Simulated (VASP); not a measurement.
A run of VASP 6.6.1 is set up as follows.

The input INCAR:

```
PREC = Accurate ; ENCUT = 500
EDIFF = 1E-6 ; ISMEAR = 0
SIGMA = 0.1 ; LREAL = F
LASPH = T ; NELM = 200
ALGO = Normal ; ISIF = 2
LWAVE = F ; LCHARG = F
ISPIN = 2 ; MAGMOM = 0 2 0
LORBIT = 11 ; GGA = PE
NBANDS = 30 ; GGA_COMPAT = F
```

KPOINTS

```
Automatic mesh
0
Gamma
  3 3 3
```

Contents of POSCAR:

```
In
1.0
    1.6696368166      0.9639652655      8.2074632500
   -1.6696368166      0.9639652655      8.2074632500
    0.0000000000     -1.9279305310      8.2074632500
In
3
Direct
    0.0000000000      0.0000000000      0.0000000000
    0.7780122400      0.7780122400      0.7780122400
    0.2219877600      0.2219877600      0.2219877600
```

Potentials or basis: VASP PAW PBE potentials, release 64 (In_d).

Command:

```console
$ cat potpaw_PBE.64/In_d/POTCAR > POTCAR
$ mpirun -np 1 vasp_std > vasp.out
```

Task: Predict the net moment.

Result: 0.00 μB per cell.

Task: Predict the pressure.

Result: 2.4 GPa.

Task: Predict the largest force.

Result: 0.089 eV/Å.

Forces in eV/Å, atoms in the order of the input:
```
In   0.000  0.000  0.000
In   0.000  0.000  0.089
In   0.000  0.000 -0.089
```

Caveat: the k points lie up to 0.73 Å⁻¹ apart.
